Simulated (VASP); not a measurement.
# KBr (Fm-3m) in VASP: single point with HSE06

Aim: the single point of KBr with HSE06.

All numbers are computed with VASP 6.6.1; they aren't measurements. Logs are shortened: lines on timing, memory, paths and dates and some standing lists are left out, and cuts for length are marked.

### 1 The cell of the first run

Symmetry: Fm-3m, No. 225, cubic system. Conventional cell: a = 6.605 Å, b = 6.605 Å, c = 6.605 Å, α = 90.00°, β = 90.00°, γ = 90.00°. Within 4.3 Å of K (site symmetry m-3m) lie 6 Br at 3.30 Å. Br (site symmetry m-3m) has 6 K at 3.30 Å within 4.3 Å.

### 2 Single point, HSE06, non-collinear spin, zero start, spin-orbit coupling

POSCAR

```
KBr
1.0
    0.0000000000      3.3024387198      3.3024387198
    3.3024387198      0.0000000000      3.3024387198
    3.3024387198      3.3024387198      0.0000000000
K Br
1 1
Direct
    0.0000000000      0.0000000000      0.0000000000
    0.5000000000      0.5000000000      0.5000000000
```

INCAR.step1

```
SYSTEM = KBr
PREC = Accurate
ENCUT = 520
EDIFF = 1E-5
ISMEAR = 0
SIGMA = 0.01
LREAL = .False.
LASPH = .True.
NELM = 150
ALGO = Normal
ISIF = 2
LWAVE = .True.
LCHARG = .False.
MAGMOM = 0 0 0 0 0 0
LORBIT = 11
LSORBIT = .True.
GGA_COMPAT = .False.
LORBMOM = .True.
NBANDS = 28
GGA = PE
```

INCAR.step2

```
SYSTEM = KBr
PREC = Accurate
ENCUT = 520
EDIFF = 1E-6
ISMEAR = 0
SIGMA = 0.01
LREAL = .False.
LASPH = .True.
NELM = 150
ALGO = Normal
ISIF = 2
LWAVE = .False.
LCHARG = .False.
MAGMOM = 0 0 0 0 0 0
LORBIT = 11
LSORBIT = .True.
GGA_COMPAT = .False.
LORBMOM = .True.
GGA = PE
LHFCALC = .True.
HFSCREEN = 0.2079
PRECFOCK = Normal
NBANDS = 28
ISTART = 1
```

KPOINTS

```
regular mesh
0
Gamma
  4 4 4
  0 0 0
```

Potentials or basis: VASP PAW PBE potentials, release 64 (K_sv, Br).

Command:

```sh
$ cat potpaw_PBE.64/K_sv/POTCAR potpaw_PBE.64/Br/POTCAR > POTCAR
$ cp INCAR.step1 INCAR
$ mpirun -np 1 vasp_ncl > vasp.out
$ cp INCAR.step2 INCAR
$ mpirun -np 1 vasp_ncl > vasp.out
```

OUTCAR:

```text
SYSTEM = KBr
   PREC = Accurate
   ENCUT = 520
   EDIFF = 1E-6
   ISMEAR = 0
   LREAL = .False.
   LASPH = .True.
   NELM = 150
   ISIF = 2
   LORBIT = 11
   LSORBIT = .True.
   GGA = PE
   LHFCALC = .True.
   HFSCREEN = 0.2079
   PRECFOCK = Normal
   ISTART = 1

 ion  position               nearest neighbor table
   1  0.000  0.000  0.000-
   2  0.500  0.500  0.500-

  LATTYP: Found a face centered cubic cell.
 ALAT       =     6.6048774396

  Lattice vectors:

 A1 = (   0.0000000000,   3.3024387198,   3.3024387198)
 A2 = (   3.3024387198,   0.0000000000,   3.3024387198)
 A3 = (   3.3024387198,   3.3024387198,   0.0000000000)

Analysis of symmetry for initial positions (statically):
=====================================================================
 Subroutine PRICEL returns:
 Original cell was already a primitive cell.

 Routine SETGRP: Setting up the symmetry group for a
 face centered cubic supercell.

 Subroutine GETGRP returns: Found 48 space group operations
 (whereof 48 operations were pure point group operations)
 out of a pool of 48 trial point group operations.

The static configuration has the point symmetry O_h .

Analysis of symmetry for dynamics (positions and initial velocities):
=====================================================================
 Subroutine PRICEL returns:
 Original cell was already a primitive cell.

 Routine SETGRP: Setting up the symmetry group for a
 face centered cubic supercell.

 Subroutine GETGRP returns: Found 48 space group operations
 (whereof 48 operations were pure point group operations)
 out of a pool of 48 trial point group operations.

The dynamic configuration has the point symmetry O_h .

Analysis of structural, dynamic, and magnetic symmetry:
=====================================================================
 Subroutine PRICEL returns:
 Original cell was already a primitive cell.

 Routine SETGRP: Setting up the symmetry group for a
 face centered cubic supercell.

 Subroutine GETGRP returns: Found 48 space group operations
 (whereof 48 operations were pure point group operations)
 out of a pool of 48 trial point group operations.

The overall configuration has the point symmetry O_h .

 Subroutine INISYM returns: Found 48 space group operations
 (whereof 48 operations are pure point group operations),
 and found     1 'primitive' translations

----------------------------------------------------------------------------------------

                                     Primitive cell

  volume of cell :      72.0335

  direct lattice vectors                    reciprocal lattice vectors
     0.000000000  3.302438720  3.302438720    -0.151403264  0.151403264  0.151403264
     3.302438720  0.000000000  3.302438720     0.151403264 -0.151403264  0.151403264
     3.302438720  3.302438720  0.000000000     0.151403264  0.151403264 -0.151403264

  length of vectors
     4.670353626  4.670353626  4.670353626     0.262238145  0.262238145  0.262238145

  position of ions in fractional coordinates (direct lattice)
     0.000000000  0.000000000  0.000000000
     0.500000000  0.500000000  0.500000000

  ion indices of the primitive-cell ions
   primitive index   ion index
                 1           1
                 2           2

----------------------------------------------------------------------------------------

 KPOINTS: regular mesh

Automatic generation of k-mesh.
 Grid dimensions read from file:
 generate k-points for:    4    4    4

 Generating k-lattice:

  Cartesian coordinates                     Fractional coordinates (reciprocal lattice)
    -0.037850816  0.037850816  0.037850816     0.250000000  0.000000000  0.000000000
     0.037850816 -0.037850816  0.037850816     0.000000000  0.250000000  0.000000000
     0.037850816  0.037850816 -0.037850816     0.000000000  0.000000000  0.250000000

  Length of vectors
     0.065559536  0.065559536  0.065559536

  Shift w.r.t. Gamma in fractional coordinates (k-lattice)
     0.000000000  0.000000000  0.000000000

 Subroutine IBZKPT returns following result:
 ===========================================

 Found      8 irreducible k-points:

 Following reciprocal coordinates:
            Coordinates               Weight
  0.000000  0.000000  0.000000      1.000000
  0.250000  0.000000  0.000000      8.000000
  0.500000  0.000000  0.000000      4.000000
  0.250000  0.250000  0.000000      6.000000
  0.500000  0.250000  0.000000     24.000000
 -0.250000  0.250000  0.000000     12.000000
[... 38 lines left out ...]
   IMIX   =      1    mixing-type and parameters
     AMIX     =   0.40;   BMIX     =  1.00
     AMIX_MAG =   1.60;   BMIX_MAG =  1.00
  volume/ion in A,a.u.               =      36.02       243.05
  Fermi-wavevector in a.u.,A,eV,Ry     =   0.991448  1.873566 13.374114  0.982970
  Thomas-Fermi vector in A             =   2.123190
   LORBIT       =     11    0 simple, 1 ext, 2 COOP (PROOUT), +10 PAW based schemes
   GGA     = PE    functional components
   LHFCALC =     T    Hartree Fock is set to
   PRECFOCK=normal    Normal, Fast or Accurate (Low or Medium for compatibility)
   ENCUT4O =  -1.0   cutoff for four orbital integrals eV
   NKREDX  =     1    reduce k-point grid by
   NKREDY  =     1    reduce k-point grid by
   NKREDZ  =     1    reduce k-point grid by
   AEXX    =    0.2500 exact exchange contribution
   HFSCREEN=    0.2079 screening length (either q_TF or 0.3 A-1)
   HFSCREENC=   0.2079 screening length for correlation (either q_TF or 0.3 A-1)
   ENCUTFOCK=  -1.0 apply spherical cutoff to Coloumb kernel
   IVDW    =     0    specifies the selected vdW correction
   LEPSILON=     F    determine dielectric tensor
   LRPA    =     F    only Hartree local field effects (RPA)
 Gauss-broadening in eV      SIGMA  =   0.01
  energy-cutoff  :      520.00
  volume of cell :       72.03
 maximum number of plane-waves:      3928
 NGX is ok and might be reduce to    36
  NGX = 28; NGY = 28; NGZ = 28

 number of electron      15.9999997 magnetization      -0.0000000     -0.0000000     -0.0000000

 number of electron      15.9999997 magnetization       0.0000000      0.0000000      0.0000000

 Free energy of the ion-electron system (eV)
  ---------------------------------------------------
  ext. energy  EPLUGINS =         0.00000000
  ---------------------------------------------------
  free energy    TOTEN  =        -7.19800661 eV

  energy without entropy =       -7.19800661  energy(sigma->0) =       -7.19800661

 E-fermi :  -2.3859     XC(G=0):  -6.1767

 val. band max:       -2.4520851192   @ k =   0.0000   0.0000   0.0000
 cond. band min:       2.9702321029   @ k =   0.0000   0.0000   0.0000
 fundamental gap:      5.4223172221
 Fermi energy:        -2.3858721183

 k-point     1 :       0.0000    0.0000    0.0000
  band No.  band energies     occupation
      1     -32.5922      1.00000
      2     -32.5922      1.00000
      3     -15.9414      1.00000
      4     -15.9414      1.00000
      5     -14.9020      1.00000
      6     -14.9020      1.00000
[... 237 lines left out ...]
     27       9.9560      0.00000
     28       9.9569      0.00000

------------------------ aborting loop because EDIFF is reached ----------------------------------------

  FORCE on cell =-STRESS in cart. coord.  units (eV):
  Direction    XX          YY          ZZ          XY          YZ          ZX
  --------------------------------------------------------------------------------------
  -------------------------------------------------------------------------------------
  Total        0.2031386      0.2031386      0.2031386      0.0000000     -0.0000000      0.0000000
  in kB        4.5182346      4.5182346      4.5182346      0.0000000     -0.0000000      0.0000000
  external PRESSURE =       4.5182346 kB  Pullay stress =       0.0000000 kB

 VOLUME and BASIS-vectors are now :
 -----------------------------------------------------------------------------
  energy-cutoff  :      520.00
  volume of cell :       72.03
      direct lattice vectors                 reciprocal lattice vectors
     0.000000000  3.302438720  3.302438720    -0.151403264  0.151403264  0.151403264
     3.302438720  0.000000000  3.302438720     0.151403264 -0.151403264  0.151403264
     3.302438720  3.302438720  0.000000000     0.151403264  0.151403264 -0.151403264

 POSITION                                       TOTAL-FORCE (eV/Angst)
 -----------------------------------------------------------------------------------
      0.00000      0.00000      0.00000         0.000000     -0.000000      0.000000
      3.30244      3.30244      3.30244         0.000000      0.000000      0.000000
 -----------------------------------------------------------------------------------
    total drift:                                0.000000     -0.000000      0.000000

  FREE ENERGIE OF THE ION-ELECTRON SYSTEM (eV)
  ---------------------------------------------------
  free  energy   TOTEN  =        -7.1980066104 eV

  energy  without entropy=       -7.1980066104  energy(sigma->0) =       -7.19800661

 orbital moment (x)

 # of ion     p       d       tot
 ----------------------------------------
  1        -0.000   0.000  -0.000
  2         0.000  -0.000   0.000
 ----------------------------------------
           -0.000   0.000  -0.000

 orbital moment (y)

 # of ion     p       d       tot
 ----------------------------------------
  1         0.000   0.000   0.000
  2        -0.000  -0.000  -0.000
 ----------------------------------------
            0.000   0.000   0.000

 orbital moment (z)

 # of ion     p       d       tot
 ----------------------------------------
  1        -0.000   0.000  -0.000
  2         0.000  -0.000   0.000
 ----------------------------------------
           -0.000   0.000  -0.000

 Spin-Orbit-Coupling matrix elements

 Ion:    1  E_soc:     -0.0079332
 l=   1
     0.0000000    -0.0013214    -0.0013214
    -0.0013214     0.0000000    -0.0013214
    -0.0013214    -0.0013214     0.0000000
 l=   2
     0.0000000     0.0000001     0.0000000     0.0000001    -0.0000009
     0.0000001     0.0000000    -0.0000007     0.0000001    -0.0000002
     0.0000000    -0.0000007     0.0000000    -0.0000007     0.0000000
     0.0000001     0.0000001    -0.0000007     0.0000000    -0.0000002
    -0.0000009    -0.0000002     0.0000000    -0.0000002     0.0000000
 l=   3
     0.0000000     0.0000000     0.0000000     0.0000000     0.0000000     0.0000000     0.0000000
     0.0000000     0.0000000     0.0000000     0.0000000     0.0000000     0.0000000     0.0000000
     0.0000000     0.0000000     0.0000000     0.0000000     0.0000000     0.0000000     0.0000000
     0.0000000     0.0000000     0.0000000     0.0000000     0.0000000     0.0000000     0.0000000
     0.0000000     0.0000000     0.0000000     0.0000000     0.0000000     0.0000000     0.0000000
     0.0000000     0.0000000     0.0000000     0.0000000     0.0000000     0.0000000     0.0000000
     0.0000000     0.0000000     0.0000000     0.0000000     0.0000000     0.0000000     0.0000000

 Ion:    2  E_soc:     -0.0492371
 l=   1
     0.0000000    -0.0082060    -0.0082060
    -0.0082060     0.0000000    -0.0082060
    -0.0082060    -0.0082060     0.0000000
 l=   2
     0.0000000    -0.0000000     0.0000000    -0.0000000    -0.0000001
    -0.0000000     0.0000000    -0.0000001    -0.0000000    -0.0000000
     0.0000000    -0.0000001     0.0000000    -0.0000001     0.0000000
    -0.0000000    -0.0000000    -0.0000001     0.0000000    -0.0000000
    -0.0000001    -0.0000000     0.0000000    -0.0000000     0.0000000
 l=   3
     0.0000000     0.0000000     0.0000000     0.0000000     0.0000000     0.0000000     0.0000000
     0.0000000     0.0000000     0.0000000     0.0000000     0.0000000     0.0000000     0.0000000
     0.0000000     0.0000000     0.0000000     0.0000000     0.0000000     0.0000000     0.0000000
     0.0000000     0.0000000     0.0000000     0.0000000     0.0000000     0.0000000     0.0000000
     0.0000000     0.0000000     0.0000000     0.0000000     0.0000000     0.0000000     0.0000000
     0.0000000     0.0000000     0.0000000     0.0000000     0.0000000     0.0000000     0.0000000
     0.0000000     0.0000000     0.0000000     0.0000000     0.0000000     0.0000000     0.0000000

 total charge

# of ion       s       p       d       tot
------------------------------------------
    1        1.958   5.629   0.019   7.606
    2        1.594   3.342   0.001   4.936
--------------------------------------------------
tot          3.552   8.971   0.020  12.543

 magnetization (x)

# of ion       s       p       d       tot
------------------------------------------
    1        0.000   0.000  -0.000   0.000
    2        0.000   0.000   0.000   0.000
--------------------------------------------------
tot          0.000   0.000  -0.000   0.000

 magnetization (y)

# of ion       s       p       d       tot
------------------------------------------
    1        0.000   0.000   0.000   0.000
    2       -0.000   0.000   0.000  -0.000
--------------------------------------------------
tot         -0.000   0.000   0.000   0.000

 magnetization (z)

# of ion       s       p       d       tot
------------------------------------------
    1        0.000   0.000   0.000   0.000
    2        0.000  -0.000   0.000   0.000
--------------------------------------------------
tot          0.000   0.000   0.000   0.000
```

It took 42 min on 1 thread of Intel Xeon Platinum 8259CL at 2.50GHz (Skylake/Cascade Lake), shared host; peak memory 0.52 GiB.

What came out:

```
Free energy                                           : -7.1980 eV
Pressure                                              : 0.5 GPa
Net moment                                            : 0.00 μB per cell
Valence electrons inside the program's atomic spheres : K 7.61; Br 4.94
```

Moments on the atoms (μB; x, y, z):
```
K   0.00 0.00 0.00
Br  0.00 0.00 0.00
```

Caveat: the k points lie up to 0.41 Å⁻¹ apart; the PAW data sets were made with another functional, which shifts forces and pressure a little.
